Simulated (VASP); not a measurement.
# Si2W (I4/mmm) in VASP: further runs, part 2 of 2

VASP 6.6.1. Earlier steps stand in the parts before.

### 3 Electric field gradients, PBE (13.82 Å³/atom)

This run uses another cell than the first one, of 13.82 Å³/atom.

INCAR

```
PREC     = Accurate       # precision mode
ENCUT    = 520            # plane-wave cutoff, eV
EDIFF    = 1E-8           # SCF threshold, eV
ISMEAR   = -1             # smearing method
SIGMA    = 0.05           # smearing width, eV
LREAL    = F              # projectors in reciprocal space
LASPH    = T              # aspherical terms in the spheres
NELM     = 100            # most SCF steps
ALGO     = Normal         # electronic algorithm
ISIF     = 2              # what is computed and relaxed
LWAVE    = F              # write WAVECAR
LCHARG   = F              # write CHGCAR
GGA      = PE             # functional
LEFG     = T            
ISYM     = 0            
NBANDS   = 18             # bands
```

KPOINTS

```
Automatic mesh
0
Gamma
  11 11 14
```

POSCAR

```
Si2W
1.0
   -1.6166360716      1.6166360716      3.9660934757
    1.6166360716     -1.6166360716      3.9660934757
    1.6166360716      1.6166360716     -3.9660934757
Si W
2 1
Direct
    0.3330000000      0.3330000000      0.0000000000
    0.6670000000      0.6670000000      0.0000000000
    0.0000000000      0.0000000000      0.0000000000
```

Potentials or basis: VASP PAW PBE potentials, release 64 (Si, W_sv).

On the command line:

```sh
$ cat potpaw_PBE.64/Si/POTCAR potpaw_PBE.64/W_sv/POTCAR > POTCAR
$ mpirun -np 1 vasp_std > vasp.out
```

OUTCAR:

```text
PREC = Accurate
   ENCUT = 520
   EDIFF = 1E-8
   ISMEAR = -1
   LREAL = F
   LASPH = T
   NELM = 100
   ISIF = 2
   GGA = PE
   ISYM = 0

 ion  position               nearest neighbor table
   1  0.333  0.333  0.000-   2 2.64   2 2.64   2 2.64   2 2.64   3 2.64   3 2.64   3 2.64   3 2.64
                             3 2.64   2 2.65
   2  0.667  0.667  0.000-   1 2.64   1 2.64   1 2.64   1 2.64   3 2.64   3 2.64   3 2.64   3 2.64
                             3 2.64   1 2.65
   3  0.000  0.000  0.000-   1 2.64   2 2.64   2 2.64   1 2.64   2 2.64   2 2.64   2 2.64   1 2.64
                             1 2.64   1 2.64

IMPORTANT INFORMATION: All symmetrisations will be switched off!
NOSYMM: (Re-)initialisation of all symmetry stuff for point group C_1.

----------------------------------------------------------------------------------------

                                     Primitive cell

  volume of cell :      41.4617

  direct lattice vectors                    reciprocal lattice vectors
[... 690 lines left out ...]

 POSITION                                       TOTAL-FORCE (eV/Angst)
 -----------------------------------------------------------------------------------
      0.00000      0.00000      2.64142        -0.000466     -0.000466      0.250771
      0.00000      0.00000      5.29077         0.000466      0.000466     -0.250771
      0.00000      0.00000      0.00000        -0.000000      0.000000     -0.000000
 -----------------------------------------------------------------------------------
    total drift:                               -0.000000      0.000000     -0.000000

  FREE ENERGIE OF THE ION-ELECTRON SYSTEM (eV)
  ---------------------------------------------------
  free  energy   TOTEN  =       -24.8076769415 eV

  energy  without entropy=      -24.8053638776  energy(sigma->0) =      -24.80652041

 Electric field gradients (V/A^2)
---------------------------------------------------------------------
 ion       V_xx      V_yy      V_zz      V_xy      V_xz      V_yz
---------------------------------------------------------------------
   1       4.330     4.330    -8.659     0.075     0.001     0.001
   2       4.330     4.330    -8.659     0.075     0.001     0.001
   3      60.288    60.288  -120.577     0.049     0.043     0.043
---------------------------------------------------------------------

 Electric field gradients after diagonalization (V/A^2)
 (convention: |V_zz| > |V_xx| > |V_yy|)
----------------------------------------------------------------------
 ion       V_xx      V_yy      V_zz     asymmetry (V_yy - V_xx)/ V_zz
----------------------------------------------------------------------
   1       4.405     4.254    -8.659       0.017
   2       4.405     4.255    -8.659       0.017
   3      60.338    60.239  -120.577       0.001
----------------------------------------------------------------------

           NMR quadrupolar parameters

 Cq : quadrupolar parameter    Cq=e*Q*V_zz/h
 eta: asymmetry parameters     (V_yy - V_xx)/ V_zz
 Q  : nuclear electric quadrupole moment in mb (millibarn)
----------------------------------------------------------------------
 ion       Cq(MHz)       eta       Q (mb)
----------------------------------------------------------------------
   1      -0.021       0.017       1.000
   2      -0.021       0.017       1.000
   3      -0.292       0.001       1.000
----------------------------------------------------------------------
```

stdout:

```text
POSCAR found type information on POSCAR SiW
 POSCAR found :  2 types and       3 ions
 scaLAPACK will be used
 LDA part: xc-table for (Slater+PW92), standard interpolation
 -----------------------------------------------------------------------------
[... 26 lines left out ...]
     0.0000487    -0.0039249    -0.0000383     0.7539673    -0.0000383    -0.0000001
     0.0000670    -0.0039249    -0.0000383     0.7539673    -0.0000383    -0.0000001
     0.0000923    -0.0039249    -0.0000383     0.7539673    -0.0000383    -0.0000001
[... 14 lines left out ...]
     0.0000661    -0.0449475    -0.0398324    96.4643907    -0.0398329    -0.0000348
     0.0000910    -0.0448832    -0.0398259    96.4416258    -0.0398264    -0.0000348
     0.0001253    -0.0447819    -0.0398159    96.4075570    -0.0398164    -0.0000348
     0.0001726    -0.0446233    -0.0398008    96.3568332    -0.0398013    -0.0000348
```

Run time: 24 min. Hardware: 1 thread of Intel Xeon 8259CL, shared host; peak memory 0.69 GiB.

Results:

```
Free energy                             : -24.8077 eV
Pressure                                : -2.6 GPa
Largest force                           : 0.251 eV/Å
Band gap on the k mesh                  : zero (bands 11 and 12 overlap by 1.22 eV)
Largest electric field gradient by atom : Si -8.7; W -120.6 V/Å²
```

Forces on the atoms (eV/Å):
```
Si   0.000  0.000  0.251
Si   0.000  0.000 -0.251
W    0.000  0.000  0.000
```

Electric field gradients, principal values (V/Å²):
```
atom   least  middle  greatest (by size)
1 Si   4.254   4.405              -8.659
2 Si   4.255   4.405              -8.659
 3 W  60.239  60.338            -120.577
```

Caveat: without QUAD_EFG the Cq values of the log hold for a quadrupole moment of 1 mb, not for the nuclei; spin-orbit coupling is left out, which moves the levels of the heavy elements.
